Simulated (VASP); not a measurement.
A run of VASP 6.6.1:

INCAR

```
PREC     = Accurate       # precision mode
ENCUT    = 500            # plane-wave cutoff, eV
EDIFF    = 1E-7           # SCF threshold, eV
ISMEAR   = -1             # smearing method
SIGMA    = 0.1            # smearing width, eV
LREAL    = F              # projectors in reciprocal space
LASPH    = T              # aspherical terms in the spheres
NELM     = 120            # most SCF steps
ALGO     = Normal         # electronic algorithm
ISIF     = 3              # what is computed and relaxed
LWAVE    = F              # write WAVECAR
LCHARG   = F              # write CHGCAR
GGA      = PE             # functional
IBRION   = 2              # ionic algorithm
NSW      = 60             # ionic steps
EDIFFG   = -0.005         # ionic threshold
GGA_COMPAT= F            
NELMIN   = 4
```

The input KPOINTS:

```
Automatic mesh
0
Gamma
  19 19 19
```

POSCAR

```
Pd
1.0
    0.0000000000      1.9734833199      1.9734833199
    1.9734833199      0.0000000000      1.9734833199
    1.9734833199      1.9734833199      0.0000000000
Pd
1
Direct
    0.0000000000      0.0000000000      0.0000000000
```

Potentials or basis: VASP PAW PBE potentials, release 64 (Pd).

The run is started by

```console
$ cat potpaw_PBE.64/Pd/POTCAR > POTCAR
$ mpirun -np 1 vasp_std > vasp.out
```

Hardware: 1 thread of Intel Xeon 8259CL, on a shared host.

How long does it take, and how much memory?

It took 48 s on 1 thread of Intel Xeon 8259CL, with other jobs on the host, peak memory 0.15 GiB. Counts: scf iterations 23, k points 220, ion steps 3.
